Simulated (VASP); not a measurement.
# Mn (Im-3m) in VASP: further runs

The runs below take Mn through single point, with PBE.

Everything below comes from runs of VASP 6.6.1. Logs are shortened: lines on timing, memory, paths and dates and some standing lists are left out, and cuts for length are marked.

### 1 The cell of the first run

The structure is cubic, space group Im-3m (No. 229). The conventional cell has a = 2.787 Å, b = 2.787 Å, c = 2.787 Å, α = 90.00°, β = 90.00°, γ = 90.00°. Mn (site symmetry m-3m) has 14 Mn at 2.41 to 2.79 Å within 3.2 Å.

This isn't the form of Mn at room conditions, which is a 58-atom cubic cell.

### 2 Single point, PBE, collinear spin, ferromagnetic start

The input, INCAR:

```
  PREC = Accurate
  ENCUT = 500
  EDIFF = 1E-6
  ISMEAR = 1
  SIGMA = 0.13
  LREAL = False
  LASPH = True
  NELM = 200
  ALGO = Normal
  ISIF = 2
  LWAVE = False
  LCHARG = False
  ISPIN = 2
  MAGMOM = 0.76
  LORBIT = 11
  LMAXMIX = 4
  GGA = PE
  NBANDS = 16
  GGA_COMPAT = False
```

The input, KPOINTS:

```
Automatic mesh
0
Gamma
  8 8 8
```

The input, POSCAR:

```
Mn
1.0
   -1.3932737400      1.3932737400      1.3932737400
    1.3932737400     -1.3932737400      1.3932737400
    1.3932737400      1.3932737400     -1.3932737400
Mn
1
Direct
    0.0000000000      0.0000000000      0.0000000000
```

Potentials or basis: VASP PAW PBE potentials, release 64 (Mn_pv).

Command:

```sh
cat potpaw_PBE.64/Mn_pv/POTCAR > POTCAR
mpirun -np 1 vasp_std > vasp.out
```

OUTCAR:

```text
PREC = Accurate
   ENCUT = 500
   EDIFF = 1E-6
   ISMEAR = 1
   LREAL = False
   LASPH = True
   NELM = 200
   ISIF = 2
   ISPIN = 2
   LORBIT = 11
   GGA = PE

 ion  position               nearest neighbor table
   1  0.000  0.000  0.000-

  LATTYP: Found a body centered cubic cell.
 ALAT       =     2.7865474800

  Lattice vectors:

 A1 = (  -1.3932737400,   1.3932737400,   1.3932737400)
 A2 = (   1.3932737400,  -1.3932737400,   1.3932737400)
 A3 = (   1.3932737400,   1.3932737400,  -1.3932737400)

Analysis of symmetry for initial positions (statically):
=====================================================================
 Subroutine PRICEL returns:
 Original cell was already a primitive cell.

 Routine SETGRP: Setting up the symmetry group for a
 body centered cubic supercell.

 Subroutine GETGRP returns: Found 48 space group operations
 (whereof 48 operations were pure point group operations)
 out of a pool of 48 trial point group operations.

The static configuration has the point symmetry O_h .

Analysis of symmetry for dynamics (positions and initial velocities):
=====================================================================
 Subroutine PRICEL returns:
 Original cell was already a primitive cell.

 Routine SETGRP: Setting up the symmetry group for a
 body centered cubic supercell.

 Subroutine GETGRP returns: Found 48 space group operations
 (whereof 48 operations were pure point group operations)
 out of a pool of 48 trial point group operations.

The dynamic configuration has the point symmetry O_h .

Analysis of structural, dynamic, and magnetic symmetry:
=====================================================================
 Subroutine PRICEL returns:
 Original cell was already a primitive cell.

 Routine SETGRP: Setting up the symmetry group for a
 body centered cubic supercell.

 Subroutine GETGRP returns: Found 48 space group operations
 (whereof 48 operations were pure point group operations)
 out of a pool of 48 trial point group operations.

The overall configuration has the point symmetry O_h .

 Subroutine INISYM returns: Found 48 space group operations
 (whereof 48 operations are pure point group operations),
 and found     1 'primitive' translations

----------------------------------------------------------------------------------------

                                     Primitive cell

  volume of cell :      10.8186

  direct lattice vectors                    reciprocal lattice vectors
    -1.393273740  1.393273740  1.393273740     0.000000000  0.358867024  0.358867024
     1.393273740 -1.393273740  1.393273740     0.358867024  0.000000000  0.358867024
     1.393273740  1.393273740 -1.393273740     0.358867024  0.358867024  0.000000000

  length of vectors
     2.413220907  2.413220907  2.413220907     0.507514612  0.507514612  0.507514612

  position of ions in fractional coordinates (direct lattice)
     0.000000000  0.000000000  0.000000000

  ion indices of the primitive-cell ions
   primitive index   ion index
                 1           1

----------------------------------------------------------------------------------------

 KPOINTS: Automatic mesh

Automatic generation of k-mesh.
 Grid dimensions read from file:
 generate k-points for:    8    8    8

 Generating k-lattice:

  Cartesian coordinates                     Fractional coordinates (reciprocal lattice)
     0.000000000  0.044858378  0.044858378     0.125000000  0.000000000  0.000000000
     0.044858378  0.000000000  0.044858378     0.000000000  0.125000000  0.000000000
     0.044858378  0.044858378  0.000000000     0.000000000  0.000000000  0.125000000

  Length of vectors
     0.063439326  0.063439326  0.063439326

  Shift w.r.t. Gamma in fractional coordinates (k-lattice)
     0.000000000  0.000000000  0.000000000

 Subroutine IBZKPT returns following result:
 ===========================================

 Found     29 irreducible k-points:

 Following reciprocal coordinates:
            Coordinates               Weight
  0.000000  0.000000  0.000000      1.000000
  0.125000  0.000000  0.000000     12.000000
  0.250000  0.000000  0.000000     12.000000
  0.375000  0.000000  0.000000     12.000000
  0.500000  0.000000  0.000000      6.000000
  0.125000  0.125000  0.000000     24.000000
[... 16 lines left out ...]
 -0.250000  0.250000  0.250000      6.000000
 -0.375000  0.375000  0.250000     24.000000
 [... further k-points ...]
   k-points           NKPTS =     29   k-points in BZ     NKDIM =     29   number of bands    NBANDS=     16
   number of dos      NEDOS =    301   number of ions     NIONS =      1
   total plane-waves  NPLWV =   5832
   dimension x,y,z NGX =    18 NGY =   18 NGZ =   18
   dimension x,y,z NGXF=    36 NGYF=   36 NGZF=   36
   ions per type =               1
   NGX,Y,Z   is equivalent  to a cutoff of  12.40, 12.40, 12.40 a.u.
   NGXF,Y,Z  is equivalent  to a cutoff of  24.80, 24.80, 24.80 a.u.
 SYSTEM =  unknown system
   PREC   = accura    normal or accurate (medium, high low for compatibility)
   ISTART =      0    job   : 0-new  1-cont  2-samecut
   ICHARG =      2    charge: 1-file 2-atom 10-const
   ISPIN  =      2    spin polarized calculation?
   LNONCOLLINEAR =      F non collinear calculations
   LSORBIT =      F    spin-orbit coupling
   LASPH  =      T    aspherical Exc in radial PAW
   ENCUT  =  500.0 eV  36.75 Ry    6.06 a.u.   4.40  4.40  4.40*2*pi/ulx,y,z
   NELM   =    200;   NELMIN=  2; NELMDL= -5     # of ELM steps
   EDIFF  = 0.1E-05   stopping-criterion for ELM
   LREAL  =      F    real-space projection
   EDIFFG = 0.1E-04   stopping-criterion for IOM
   NSW    =      0    number of steps for IOM
   IBRION =     -1    ionic relax: 0-MD 1-quasi-New 2-CG
   NFREE  =      0    steps in history (QN), initial steepest desc. (CG)
   ISIF   =      2    stress and relaxation
   ISYM   =      2    0-nonsym 1-usesym 2-fastsym
   POTIM  = 0.5000    time-step for ionic-motion
   TEBEG  =    0.0;   TEEND  =   0.0 temperature during run
   PSTRESS=    0.0 pullay stress
   NELECT =      13.0000    total number of electrons
   NUPDOWN=      -1.0000    fix difference up-down
   EMIN   =  10.00;   EMAX   =-10.00  energy-range for DOS
   EFERMI =   0.00;   METHOD = LEGACY
   ISMEAR =     1;   SIGMA  =   0.13  broadening in eV -4-tet -1-fermi 0-gaus
   EFERMI_NEDOS =   21; number of points for ismear=-14 and -15
   IALGO  =     38    algorithm
   IMIX   =      4    mixing-type and parameters
     AMIX     =   0.40;   BMIX     =  1.00
     AMIX_MAG =   1.60;   BMIX_MAG =  1.00
  volume/ion in A,a.u.               =      10.82        73.01
  Fermi-wavevector in a.u.,A,eV,Ry     =   1.740468  3.289009 41.215184  3.029231
  Thomas-Fermi vector in A             =   2.813112
   LORBIT       =     11    0 simple, 1 ext, 2 COOP (PROOUT), +10 PAW based schemes
   GGA     = PE    functional components
   LHFCALC =     F    Hartree Fock is set to
   AEXX    =    0.0000 exact exchange contribution
   IVDW    =     0    specifies the selected vdW correction
   LEPSILON=     F    determine dielectric tensor
   LRPA    =     F    only Hartree local field effects (RPA)
 spin polarized calculation
 Methfessel and Paxton  Order N= 1 SIGMA  =   0.13
  energy-cutoff  :      500.00
  volume of cell :       10.82
 maximum number of plane-waves:       285
 NGX is ok and might be reduce to    18
   NGX =  9   NGY =  9   NGZ =  9

 number of electron      13.0000003 magnetization       0.6913562

 Free energy of the ion-electron system (eV)
  ---------------------------------------------------
  ext. energy  EPLUGINS =         0.00000000
  ---------------------------------------------------
  free energy    TOTEN  =        -8.87107180 eV

  energy without entropy =       -8.87095777  energy(sigma->0) =       -8.87103379

 E-fermi :  10.7138     XC(G=0): -13.9776

 val. band max:       10.7095985573   @ k =  -0.1250   0.1250   0.1250
 cond. band min:      10.7154012685   @ k =   0.1250   0.0000   0.0000
 fundamental gap:      0.0058027111
 Fermi energy:        10.7137746738

 spin component 1

 k-point     1 :       0.0000    0.0000    0.0000
  band No.  band energies     occupation
      1     -37.6084      1.00000
      2     -37.6084      1.00000
      3     -37.6084      1.00000
      4       2.0840      1.00000
      5       8.9050      1.00000
      6       8.9050      1.00000
[... 8 lines left out ...]
     15      41.6199      0.00000
     16      45.8131      0.00000

 k-point     2 :       0.1250    0.0000    0.0000
  band No.  band energies     occupation
      1     -37.7201      1.00000
      2     -37.6438      1.00000
      3     -37.6091      1.00000
      4       2.7625      1.00000
      5       8.6789      1.00000
      6       8.8532      1.00000
[... 8 lines left out ...]
     15      41.3535      0.00000
     16      42.1083      0.00000

 k-point     3 :       0.2500    0.0000    0.0000
  band No.  band energies     occupation
      1     -37.9840      1.00000
      2     -37.7281      1.00000
      3     -37.6103      1.00000
      4       4.4483      1.00000
      5       8.1626      1.00000
      6       8.6677      1.00000
[... 8 lines left out ...]
     15      41.7063      0.00000
     16      41.8281      0.00000
[... 362 lines left out ...]
 k-point    23 :      -0.2500    0.2500    0.2500
  band No.  band energies     occupation
      1     -37.9971      1.00000
      2     -37.8577      1.00000
      3     -37.8577      1.00000
      4       6.0599      1.00000
      5       8.0795      1.00000
      6       9.4118      1.00000
[... 8 lines left out ...]
     15      45.3763      0.00000
     16      45.3763      0.00000

 k-point    24 :      -0.3750    0.3750    0.2500
  band No.  band energies     occupation
      1     -38.1548      1.00000
      2     -37.9482      1.00000
      3     -37.8787      1.00000
      4       6.6199      1.00000
      5       7.2408      1.00000
      6       9.4260      1.00000
[... 8 lines left out ...]
     15      43.7394      0.00000
     16      44.2266      0.00000

 [... further k-points ...]

 spin component 2

 k-point     1 :       0.0000    0.0000    0.0000
  band No.  band energies     occupation
      1     -36.8138      1.00000
      2     -36.8138      1.00000
      3     -36.8138      1.00000
      4       2.1734      1.00000
      5       9.4901      1.00000
      6       9.4901      1.00000
[... 8 lines left out ...]
     15      42.4270      0.00000
     16      46.0388      0.00000

 k-point     2 :       0.1250    0.0000    0.0000
  band No.  band energies     occupation
      1     -36.9290      1.00000
      2     -36.8502      1.00000
      3     -36.8147      1.00000
      4       2.8546      1.00000
      5       9.2521      1.00000
      6       9.4296      1.00000
[... 8 lines left out ...]
     15      41.6367      0.00000
     16      42.8096      0.00000

 k-point     3 :       0.2500    0.0000    0.0000
  band No.  band energies     occupation
      1     -37.2007      1.00000
      2     -36.9366      1.00000
      3     -36.8159      1.00000
      4       4.5759      1.00000
      5       8.7105      1.00000
      6       9.1920      1.00000
[... 8 lines left out ...]
     15      41.9061      0.00000
     16      42.7076      0.00000
[... 362 lines left out ...]
 k-point    23 :      -0.2500    0.2500    0.2500
  band No.  band energies     occupation
      1     -37.2146      1.00000
      2     -37.0696      1.00000
      3     -37.0696      1.00000
      4       6.2896      1.00000
      5       8.7592      1.00000
      6       9.9720      1.00000
[... 8 lines left out ...]
     15      45.4922      0.00000
     16      45.4922      0.00000

 k-point    24 :      -0.3750    0.3750    0.2500
  band No.  band energies     occupation
      1     -37.3759      1.00000
      2     -37.1625      1.00000
      3     -37.0914      1.00000
      4       7.0430      1.00000
      5       7.8341      1.00000
      6       9.9873      1.00000
[... 8 lines left out ...]
     15      44.0600      0.00000
     16      44.3887      0.00000

 [... further k-points ...]

------------------------ aborting loop because EDIFF is reached ----------------------------------------

  FORCE on cell =-STRESS in cart. coord.  units (eV):
  Direction    XX          YY          ZZ          XY          YZ          ZX
  --------------------------------------------------------------------------------------
  -------------------------------------------------------------------------------------
  Total        0.0478481      0.0478481      0.0478481     -0.0000000      0.0000000     -0.0000000
  in kB        7.0860844      7.0860844      7.0860844     -0.0000000      0.0000000     -0.0000000
  external PRESSURE =       7.0860844 kB  Pullay stress =       0.0000000 kB

 VOLUME and BASIS-vectors are now :
 -----------------------------------------------------------------------------
  energy-cutoff  :      500.00
  volume of cell :       10.82
      direct lattice vectors                 reciprocal lattice vectors
    -1.393273740  1.393273740  1.393273740     0.000000000  0.358867024  0.358867024
     1.393273740 -1.393273740  1.393273740     0.358867024  0.000000000  0.358867024
     1.393273740  1.393273740 -1.393273740     0.358867024  0.358867024  0.000000000

 POSITION                                       TOTAL-FORCE (eV/Angst)
 -----------------------------------------------------------------------------------
      0.00000      0.00000      0.00000        -0.000000      0.000000     -0.000000
 -----------------------------------------------------------------------------------
    total drift:                                0.000000      0.000000      0.000000

  FREE ENERGIE OF THE ION-ELECTRON SYSTEM (eV)
  ---------------------------------------------------
  free  energy   TOTEN  =        -8.8710718024 eV

  energy  without entropy=       -8.8709577709  energy(sigma->0) =       -8.87103379

 total charge

# of ion       s       p       d       tot
------------------------------------------
    1        0.416   6.403   5.144  11.963

 magnetization (x)

# of ion       s       p       d       tot
------------------------------------------
    1       -0.003  -0.014   0.711   0.694
```

Run time: 10 s. Hardware: 1 thread of Intel Xeon 6975P-C (Granite Rapids), shared host; peak memory 0.12 GiB.

Results:

```
Free energy                                           : -8.8711 eV
Pressure                                              : 0.7 GPa
Net moment                                            : 0.69 μB per cell
Site moments                                          : Mn +0.69 μB
Valence electrons inside the program's atomic spheres : Mn 11.96
```

Levels at points of the mesh, in eV from the Fermi level:
Spin up:
```tsv
k point	band 5	band 6	band 7	band 8	band 9	band 10
(0.00, 0.00, 0.00)	-1.81	-1.81	-1.81	-0.02	-0.02	23.73
(0.50, 0.00, 0.00)	-3.22	0.01	0.27	0.64	1.64	9.05
(0.50, 0.50, 0.50)	-4.98	1.29	1.29	1.29	10.53	10.53
```
Spin down:
| k point | band 2 | band 3 | band 4 | band 5 | band 6 | band 7 | band 8 | band 9 | band 10 | band 11 |
| --- | --- | --- | --- | --- | --- | --- | --- | --- | --- | --- |
| (0.00, 0.00, 0.00) | -47.53 | -47.53 | -8.54 | -1.22 | -1.22 | -1.22 | 0.85 | 0.85 | 23.68 | 23.68 |
| (0.50, 0.00, 0.00) | -47.77 | -47.53 | -4.68 | -2.70 | 0.72 | 0.80 | 1.15 | 2.32 | 9.50 | 17.97 |
| (0.50, 0.50, 0.50) | -48.06 | -48.06 | -4.42 | -4.42 | 1.96 | 1.96 | 1.96 | 10.65 | 10.65 | 10.65 |

Caveat: the k points lie up to 0.40 Å⁻¹ apart.

### 3 Single point, PBE, collinear spin, ferromagnetic start

The input, INCAR:

```
SYSTEM = Mn
PREC = Accurate ; ENCUT = 500
EDIFF = 1E-6 ; ISMEAR = 0
SIGMA = 0.1 ; LREAL = .False.
LASPH = .True. ; NELM = 200
ALGO = Normal ; ISIF = 2
LWAVE = .False. ; LCHARG = .False.
ISPIN = 2 ; MAGMOM = -5
LORBIT = 11 ; LMAXMIX = 4
GGA = PE ; NBANDS = 16
GGA_COMPAT = .False.
```

The input, KPOINTS:

```
Automatic mesh
0
Gamma
  8 8 8
  0 0 0
```

POSCAR is that of step 2.

Potentials or basis: VASP PAW PBE potentials, release 64 (Mn_pv).

Command:

```sh
cat potpaw_PBE.64/Mn_pv/POTCAR > POTCAR
mpirun -np 1 vasp_std > vasp.out
```

OUTCAR:

```text
SYSTEM = Mn
   PREC = Accurate
   ENCUT = 500
   EDIFF = 1E-6
   ISMEAR = 0
   LREAL = .False.
   LASPH = .True.
   NELM = 200
   ISIF = 2
   ISPIN = 2
   LORBIT = 11
   GGA = PE

 ion  position               nearest neighbor table
   1  0.000  0.000  0.000-

  LATTYP: Found a body centered cubic cell.
 ALAT       =     2.7865474800

  Lattice vectors:

 A1 = (  -1.3932737400,   1.3932737400,   1.3932737400)
 A2 = (   1.3932737400,  -1.3932737400,   1.3932737400)
 A3 = (   1.3932737400,   1.3932737400,  -1.3932737400)
[... 1120 lines left out ...]
  -------------------------------------------------------------------------------------
  Total        0.0589676      0.0589676      0.0589676      0.0000000      0.0000000      0.0000000
  in kB        8.7328205      8.7328205      8.7328205      0.0000000      0.0000000      0.0000000
  external PRESSURE =       8.7328205 kB  Pullay stress =       0.0000000 kB

 VOLUME and BASIS-vectors are now :
 -----------------------------------------------------------------------------
  energy-cutoff  :      500.00
  volume of cell :       10.82
      direct lattice vectors                 reciprocal lattice vectors
    -1.393273740  1.393273740  1.393273740     0.000000000  0.358867024  0.358867024
     1.393273740 -1.393273740  1.393273740     0.358867024  0.000000000  0.358867024
     1.393273740  1.393273740 -1.393273740     0.358867024  0.358867024  0.000000000

 POSITION                                       TOTAL-FORCE (eV/Angst)
 -----------------------------------------------------------------------------------
      0.00000      0.00000      0.00000         0.000000      0.000000      0.000000
 -----------------------------------------------------------------------------------
    total drift:                                0.000000      0.000000     -0.000000

  FREE ENERGIE OF THE ION-ELECTRON SYSTEM (eV)
  ---------------------------------------------------
  free  energy   TOTEN  =        -8.8753120953 eV

  energy  without entropy=       -8.8667401969  energy(sigma->0) =       -8.87102615

 total charge

# of ion       s       p       d       tot
------------------------------------------
    1        0.416   6.403   5.144  11.963

 magnetization (x)

# of ion       s       p       d       tot
------------------------------------------
    1        0.003   0.014  -0.717  -0.700
```

OSZICAR:

```text
N       E                     dE             d eps       ncg     rms          rms(c)
DAV:   1     0.859742522501E+02    0.85974E+02   -0.72605E+03  1888   0.109E+03
DAV:   2    -0.596427956998E+01   -0.91939E+02   -0.86916E+02  2048   0.269E+02
DAV:   3    -0.781311067370E+01   -0.18488E+01   -0.18404E+01  2224   0.412E+01
DAV:   4    -0.781893344106E+01   -0.58228E-02   -0.58225E-02  2288   0.226E+00
DAV:   5    -0.781896618861E+01   -0.32748E-04   -0.32747E-04  2168   0.150E-01    0.202E+01
DAV:   6    -0.872247198273E+01   -0.90351E+00   -0.16397E+00  2160   0.225E+01    0.427E+00
DAV:   7    -0.882352196667E+01   -0.10105E+00   -0.20348E-01  2064   0.512E+00    0.225E+00
DAV:   8    -0.886789866190E+01   -0.44377E-01   -0.30685E-02  2024   0.242E+00    0.123E+00
DAV:   9    -0.887412913587E+01   -0.62305E-02   -0.25145E-03  2216   0.616E-01    0.391E-01
DAV:  10    -0.887518515348E+01   -0.10560E-02   -0.13083E-03  2056   0.386E-01    0.117E-01
DAV:  11    -0.887530170625E+01   -0.11655E-03   -0.16618E-04  2232   0.131E-01    0.449E-02
DAV:  12    -0.887531279681E+01   -0.11091E-04   -0.17283E-05  1960   0.382E-02    0.168E-02
DAV:  13    -0.887531151309E+01    0.12837E-05   -0.25749E-06  1944   0.217E-02    0.724E-03
DAV:  14    -0.887531209528E+01   -0.58218E-06   -0.23726E-07   976   0.646E-03
   1 F= -.88753121E+01 E0= -.88710261E+01  d E =-.857190E-02  mag=    -0.6979
```

stdout:

```text
POSCAR found type information on POSCAR Mn
 POSCAR found :  1 types and       1 ions
 scaLAPACK will be used
 LDA part: xc-table for (Slater+PW92), standard interpolation
 POSCAR, INCAR and KPOINTS ok, starting setup
 FFT: planning ... GRIDC
 FFT: planning ... GRID_SOFT
 FFT: planning ... GRID
 WAVECAR not read
 entering main loop
```

Wall time 11 s (1 thread of Intel Xeon 6975P-C (Granite Rapids), shared host); peak memory 0.12 GiB.

What came out:

| Item | Value |
| --- | --- |
| Free energy | -8.8753 eV |
| Pressure | 0.9 GPa |
| Net moment | -0.70 μB per cell |
| Site moments | Mn -0.70 μB |
| Valence electrons inside the program's atomic spheres | Mn 11.96 |

Caveat: the k points lie up to 0.40 Å⁻¹ apart.
